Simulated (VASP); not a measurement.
# ScAl3 (P4/mmm) in VASP: a series of runs

Runs on ScAl3. Level: PBE. Tasks: single point.

All numbers are computed with VASP 6.6.1; they aren't measurements. Logs are shortened: lines on timing, memory, paths and dates and some standing lists are left out, and cuts for length are marked.

### 1 The cell of the first run

It takes space group P4/mmm (No. 123, tetragonal). Conventional cell: a = 4.105 Å, b = 4.105 Å, c = 3.777 Å, α = 90.00°, β = 90.00°, γ = 90.00°. Within 3.7 Å of Sc (site symmetry 4/mmm) lie 12 Al at 2.79 to 2.90 Å. Al (site symmetry mmm) has 4 Sc at 2.79 Å and 8 Al at 2.79 to 2.90 Å within 3.7 Å. Al (site symmetry 4/mmm) has 8 Al at 2.79 Å and 4 Sc at 2.90 Å within 3.7 Å.

### 2 Single point, PBE (strain +0.000 along x and y, -0.080 along z)

INCAR

```
PREC = Accurate
ENCUT = 520
EDIFF = 1E-6
ISMEAR = 0
SIGMA = 0.15
LREAL = F
LASPH = T
NELM = 60
ALGO = Fast
ISIF = 2
LWAVE = F
LCHARG = F
GGA = PE
NBANDS = 18
```

KPOINTS

```
regular mesh
0
Gamma
  12 12 12
```

POSCAR

```
ScAl3
1.0
    4.1053305959      0.0000000000      0.0000000000
    0.0000000000      4.1053305959      0.0000000000
    0.0000000000      0.0000000000      3.7769041482
Sc Al
1 3
Direct
    0.0000000000      0.0000000000      0.0000000000
    0.5000000000      0.0000000000      0.5000000000
    0.0000000000      0.5000000000      0.5000000000
    0.5000000000      0.5000000000      0.0000000000
```

Potentials or basis: VASP PAW PBE potentials, release 64 (Sc_sv, Al).

Started as:

```bash
cat potpaw_PBE.64/Sc_sv/POTCAR potpaw_PBE.64/Al/POTCAR > POTCAR
mpirun -np 1 vasp_std > vasp.out
```

OUTCAR:

```text
PREC = Accurate
   ENCUT = 520
   EDIFF = 1E-6
   ISMEAR = 0
   LREAL = F
   LASPH = T
   NELM = 60
   ISIF = 2
   GGA = PE

 ion  position               nearest neighbor table
   1  0.000  0.000  0.000-   2 2.79   3 2.79   2 2.79   3 2.79   3 2.79   3 2.79   2 2.79   2 2.79
                             4 2.90   4 2.90   4 2.90   4 2.90
   2  0.500  0.000  0.500-   1 2.79   4 2.79   1 2.79   4 2.79   4 2.79   4 2.79   1 2.79   1 2.79
                             3 2.90   3 2.90   3 2.90   3 2.90
   3  0.000  0.500  0.500-   1 2.79   4 2.79   1 2.79   4 2.79   1 2.79   1 2.79   4 2.79   4 2.79
                             2 2.90   2 2.90   2 2.90   2 2.90
   4  0.500  0.500  0.000-   2 2.79   3 2.79   2 2.79   3 2.79   2 2.79   2 2.79   3 2.79   3 2.79
                             1 2.90   1 2.90   1 2.90   1 2.90

  LATTYP: Found a simple tetragonal cell.
 ALAT       =     4.1053305959
 C/A-ratio  =     0.9200000000

  Lattice vectors:

 A1 = (   4.1053305959,   0.0000000000,   0.0000000000)
 A2 = (   0.0000000000,   4.1053305959,   0.0000000000)
 A3 = (   0.0000000000,   0.0000000000,   3.7769041482)

Analysis of symmetry for initial positions (statically):
=====================================================================
 Subroutine PRICEL returns:
 Original cell was already a primitive cell.

 Routine SETGRP: Setting up the symmetry group for a
 simple tetragonal supercell.

 Subroutine GETGRP returns: Found 16 space group operations
 (whereof 16 operations were pure point group operations)
 out of a pool of 16 trial point group operations.

The static configuration has the point symmetry D_4h.

Analysis of symmetry for dynamics (positions and initial velocities):
=====================================================================
 Subroutine PRICEL returns:
 Original cell was already a primitive cell.

 Routine SETGRP: Setting up the symmetry group for a
 simple tetragonal supercell.

 Subroutine GETGRP returns: Found 16 space group operations
 (whereof 16 operations were pure point group operations)
 out of a pool of 16 trial point group operations.

The dynamic configuration has the point symmetry D_4h.

 Subroutine INISYM returns: Found 16 space group operations
 (whereof 16 operations are pure point group operations),
 and found     1 'primitive' translations

----------------------------------------------------------------------------------------

                                     Primitive cell

  volume of cell :      63.6550

  direct lattice vectors                    reciprocal lattice vectors
     4.105330596  0.000000000  0.000000000     0.243585742  0.000000000  0.000000000
     0.000000000  4.105330596  0.000000000     0.000000000  0.243585742  0.000000000
     0.000000000  0.000000000  3.776904148     0.000000000  0.000000000  0.264767111

  length of vectors
     4.105330596  4.105330596  3.776904148     0.243585742  0.243585742  0.264767111

  position of ions in fractional coordinates (direct lattice)
     0.000000000  0.000000000  0.000000000
     0.500000000  0.000000000  0.500000000
     0.000000000  0.500000000  0.500000000
     0.500000000  0.500000000  0.000000000

  ion indices of the primitive-cell ions
   primitive index   ion index
                 1           1
                 2           2
                 3           3
                 4           4

----------------------------------------------------------------------------------------

 KPOINTS: regular mesh

Automatic generation of k-mesh.
 Grid dimensions read from file:
 generate k-points for:   12   12   12

 Generating k-lattice:

  Cartesian coordinates                     Fractional coordinates (reciprocal lattice)
     0.020298812  0.000000000  0.000000000     0.083333333  0.000000000  0.000000000
     0.000000000  0.020298812  0.000000000     0.000000000  0.083333333  0.000000000
     0.000000000  0.000000000  0.022063926     0.000000000  0.000000000  0.083333333

  Length of vectors
     0.020298812  0.020298812  0.022063926

  Shift w.r.t. Gamma in fractional coordinates (k-lattice)
     0.000000000  0.000000000  0.000000000

 Subroutine IBZKPT returns following result:
 ===========================================

 Found    196 irreducible k-points:

 Following reciprocal coordinates:
            Coordinates               Weight
  0.000000  0.000000  0.000000      1.000000
  0.083333  0.000000  0.000000      4.000000
  0.166667  0.000000  0.000000      4.000000
  0.250000  0.000000  0.000000      4.000000
  0.333333  0.000000  0.000000      4.000000
  0.416667  0.000000  0.000000      4.000000
[... 16 lines left out ...]
  0.333333  0.333333  0.000000      4.000000
  0.416667  0.333333  0.000000      8.000000
 [... further k-points ...]
   k-points           NKPTS =    196   k-points in BZ     NKDIM =    196   number of bands    NBANDS=     18
   number of dos      NEDOS =    301   number of ions     NIONS =      4
   total plane-waves  NPLWV =  28672
   dimension x,y,z NGX =    32 NGY =   32 NGZ =   28
   dimension x,y,z NGXF=    64 NGYF=   64 NGZF=   56
   ions per type =               1   3
   NGX,Y,Z   is equivalent  to a cutoff of  12.96, 12.96, 12.32 a.u.
   NGXF,Y,Z  is equivalent  to a cutoff of  25.92, 25.92, 24.65 a.u.
 SYSTEM =  unknown system
   PREC   = accura    normal or accurate (medium, high low for compatibility)
   ISTART =      0    job   : 0-new  1-cont  2-samecut
   ICHARG =      2    charge: 1-file 2-atom 10-const
   ISPIN  =      1    spin polarized calculation?
   LNONCOLLINEAR =      F non collinear calculations
   LSORBIT =      F    spin-orbit coupling
   LASPH  =      T    aspherical Exc in radial PAW
   ENCUT  =  520.0 eV  38.22 Ry    6.18 a.u.   7.63  7.63  7.02*2*pi/ulx,y,z
   NELM   =     60;   NELMIN=  2; NELMDL= -5     # of ELM steps
   EDIFF  = 0.1E-05   stopping-criterion for ELM
   LREAL  =      F    real-space projection
   EDIFFG = 0.1E-04   stopping-criterion for IOM
   NSW    =      0    number of steps for IOM
   IBRION =     -1    ionic relax: 0-MD 1-quasi-New 2-CG
   NFREE  =      0    steps in history (QN), initial steepest desc. (CG)
   ISIF   =      2    stress and relaxation
   ISYM   =      2    0-nonsym 1-usesym 2-fastsym
   POTIM  = 0.5000    time-step for ionic-motion
   TEBEG  =    0.0;   TEEND  =   0.0 temperature during run
   PSTRESS=    0.0 pullay stress
   NELECT =      20.0000    total number of electrons
   NUPDOWN=      -1.0000    fix difference up-down
   EMIN   =  10.00;   EMAX   =-10.00  energy-range for DOS
   EFERMI =   0.00;   METHOD = LEGACY
   ISMEAR =     0;   SIGMA  =   0.15  broadening in eV -4-tet -1-fermi 0-gaus
   EFERMI_NEDOS =   21; number of points for ismear=-14 and -15
   IALGO  =     68    algorithm
   IMIX   =      4    mixing-type and parameters
     AMIX     =   0.40;   BMIX     =  1.00
     AMIX_MAG =   1.60;   BMIX_MAG =  1.00
  volume/ion in A,a.u.               =      15.91       107.39
  Fermi-wavevector in a.u.,A,eV,Ry     =   1.112946  2.103163 16.852839  1.238649
  Thomas-Fermi vector in A             =   2.249526
   LORBIT       =      0    0 simple, 1 ext, 2 COOP (PROOUT), +10 PAW based schemes
   GGA     = PE    functional components
   LHFCALC =     F    Hartree Fock is set to
   AEXX    =    0.0000 exact exchange contribution
   IVDW    =     0    specifies the selected vdW correction
   LEPSILON=     F    determine dielectric tensor
   LRPA    =     F    only Hartree local field effects (RPA)
 non-spin polarized calculation
 RMM-DIIS sequential band-by-band and
 Gauss-broadening in eV      SIGMA  =   0.15
  energy-cutoff  :      520.00
  volume of cell :       63.65
 maximum number of plane-waves:      1748
 NGX is ok and might be reduce to    32
   NGX = 15   NGY = 15   NGZ = 15

 number of electron      20.0000000 magnetization

 Free energy of the ion-electron system (eV)
  ---------------------------------------------------
  ext. energy  EPLUGINS =         0.00000000
  ---------------------------------------------------
  free energy    TOTEN  =       -19.01905485 eV

  energy without entropy =      -19.00309851  energy(sigma->0) =      -19.01107668

 E-fermi :   7.9331     XC(G=0): -10.6934

 val. band max:        7.9324339258   @ k =   0.2500   0.0833   0.0833
 cond. band min:       7.9339945338   @ k =   0.3333   0.2500   0.0833
 fundamental gap:      0.0015606081
 Fermi energy:         7.9331050567

 k-point     1 :       0.0000    0.0000    0.0000
  band No.  band energies     occupation
      1     -40.8060      2.00000
      2     -19.5583      2.00000
      3     -19.5583      2.00000
      4     -19.4928      2.00000
      5      -2.4805      2.00000
      6       4.7757      2.00000
[... 10 lines left out ...]
     17      13.3251      0.00000
     18      13.9021      0.00000

 k-point     2 :       0.0833    0.0000    0.0000
  band No.  band energies     occupation
      1     -40.8059      2.00000
      2     -19.5607      2.00000
      3     -19.5581      2.00000
      4     -19.4926      2.00000
      5      -2.4165      2.00000
      6       4.2775      2.00000
[... 10 lines left out ...]
     17      13.3519      0.00000
     18      13.9472      0.00000

 k-point     3 :       0.1667    0.0000    0.0000
  band No.  band energies     occupation
      1     -40.8057      2.00000
      2     -19.5672      2.00000
      3     -19.5577      2.00000
      4     -19.4922      2.00000
      5      -2.2259      2.00000
      6       3.3611      2.00000
[... 10 lines left out ...]
     17      13.4538      0.00000
     18      13.8693      0.00000

 k-point     4 :       0.2500    0.0000    0.0000
  band No.  band energies     occupation
      1     -40.8053      2.00000
      2     -19.5761      2.00000
      3     -19.5570      2.00000
      4     -19.4917      2.00000
      5      -1.9141      2.00000
      6       2.4086      2.00000
[... 375 lines left out ...]
      4     -19.4895      2.00000
      5      -0.2158      2.00000
      6       0.8414      2.00000
[... 10 lines left out ...]
     17      12.9608      0.00000
     18      14.0001      0.00000

 k-point    23 :       0.3333    0.3333    0.0000
  band No.  band energies     occupation
      1     -40.8040      2.00000
      2     -19.5821      2.00000
      3     -19.5813      2.00000
      4     -19.4895      2.00000
      5      -0.5932      2.00000
      6       2.2774      2.00000
[... 10 lines left out ...]
     17      13.0622      0.00000
     18      13.7587      0.00000

 k-point    24 :       0.4167    0.3333    0.0000
  band No.  band energies     occupation
      1     -40.8038      2.00000
      2     -19.5879      2.00000
      3     -19.5809      2.00000
      4     -19.4891      2.00000
      5      -0.1597      2.00000
      6       1.6064      2.00000
[... 10 lines left out ...]
     17      13.0983      0.00000
     18      13.9351      0.00000

 [... further k-points ...]
[... 5 lines left out ...]
  --------------------------------------------------------------------------------------
  -------------------------------------------------------------------------------------
  Total        1.9436833      1.9436833      6.9225132      0.0000000     -0.0000000     -0.0000000
  in kB       48.9219592     48.9219592    174.2377041      0.0000000     -0.0000000     -0.0000000
  external PRESSURE =      90.6938742 kB  Pullay stress =       0.0000000 kB

 VOLUME and BASIS-vectors are now :
 -----------------------------------------------------------------------------
  energy-cutoff  :      520.00
  volume of cell :       63.65
      direct lattice vectors                 reciprocal lattice vectors
     4.105330596  0.000000000  0.000000000     0.243585742  0.000000000  0.000000000
     0.000000000  4.105330596  0.000000000     0.000000000  0.243585742  0.000000000
     0.000000000  0.000000000  3.776904148     0.000000000  0.000000000  0.264767111

 POSITION                                       TOTAL-FORCE (eV/Angst)
 -----------------------------------------------------------------------------------
      0.00000      0.00000      0.00000         0.000000      0.000000      0.000000
      2.05267      0.00000      1.88845         0.000000      0.000000      0.000000
      0.00000      2.05267      1.88845         0.000000      0.000000      0.000000
      2.05267      2.05267      0.00000         0.000000      0.000000      0.000000
 -----------------------------------------------------------------------------------
    total drift:                               -0.000000      0.000000      0.000000

  FREE ENERGIE OF THE ION-ELECTRON SYSTEM (eV)
  ---------------------------------------------------
  free  energy   TOTEN  =       -19.0190548475 eV

  energy  without entropy=      -19.0030985150  energy(sigma->0) =      -19.01107668
```

Run time: 2.1 min. Hardware: 1 thread of Intel Xeon Platinum 8488C (Sapphire Rapids), shared host; peak memory 0.33 GiB.

What came out:

```yaml
Free_energy: -19.0191 eV
Pressure: 9.1 GPa
Band_gap_on_the_k_mesh: zero (band 10 reaches 8.78 eV, above the bottom of band 11 at 5.01 eV)
```

Caveat: the cell differs from its parent crystal (strain +0.000 along x and y, -0.080 along z).

### 3 Single point, PBE (strain -0.040 along x and y, +0.040 along z)

INCAR

```
SYSTEM = ScAl3
  PREC = Accurate
  ENCUT = 520
  EDIFF = 1E-6
  ISMEAR = 0
  SIGMA = 0.15
  LREAL = .False.
  LASPH = .True.
  NELM = 60
  ALGO = Fast
  ISIF = 2
  LWAVE = .False.
  LCHARG = .True.
  GGA = PE
  LELF = .True.
  LVHAR = .True.
  NBANDS = 18
```

KPOINTS

```
regular mesh
0
Gamma
  12 12 12
  0 0 0
```

POSCAR

```
ScAl3
1.0
    3.9411173721      0.0000000000      0.0000000000
    0.0000000000      3.9411173721      0.0000000000
    0.0000000000      0.0000000000      4.2695438197
Sc Al
1 3
Direct
    0.0000000000      0.0000000000      0.0000000000
    0.5000000000      0.0000000000      0.5000000000
    0.0000000000      0.5000000000      0.5000000000
    0.5000000000      0.5000000000      0.0000000000
```

Potentials or basis: VASP PAW PBE potentials, release 64 (Sc_sv, Al).

Started as:

```bash
cat potpaw_PBE.64/Sc_sv/POTCAR potpaw_PBE.64/Al/POTCAR > POTCAR
mpirun -np 1 vasp_std > vasp.out
```

Run time: 2.4 min. Hardware: 1 thread of Intel Xeon Platinum 8488C (Sapphire Rapids), shared host; peak memory 0.33 GiB.

Results (log left out):

* Free energy: -19.1281 eV
* Pressure: 4.5 GPa
* Band gap on the k mesh: zero (band 10 reaches 8.89 eV, above the bottom of band 11 at 4.69 eV)

Stress tensor (GPa, compression positive):
```
 8.81  0.00  0.00
 0.00  8.81  0.00
 0.00  0.00 -4.11
```

Levels at points of the mesh, in eV from the Fermi level:
| k point | band 8 | band 9 | band 10 | band 11 | band 12 | band 13 |
| --- | --- | --- | --- | --- | --- | --- |
| (0.00, 0.00, 0.00) | -2.23 | -1.42 | -1.42 | 1.29 | 1.29 | 1.29 |
| (0.50, 0.00, 0.00) | -1.62 | -1.40 | 0.36 | 0.48 | 1.44 | 1.71 |
| (0.50, 0.50, 0.00) | -4.41 | -0.85 | -0.85 | 0.76 | 0.80 | 2.41 |
| (0.00, 0.00, 0.50) | -1.51 | -1.35 | 1.37 | 1.37 | 1.42 | 1.45 |
| (0.50, 0.00, 0.50) | -4.40 | -0.46 | -0.21 | 1.51 | 1.74 | 1.83 |
| (0.50, 0.50, 0.50) | -4.54 | -3.20 | -2.83 | -2.83 | 0.98 | 2.61 |

Caveat: the cell differs from its parent crystal (strain -0.040 along x and y, +0.040 along z).

[end of part 1 of 2]
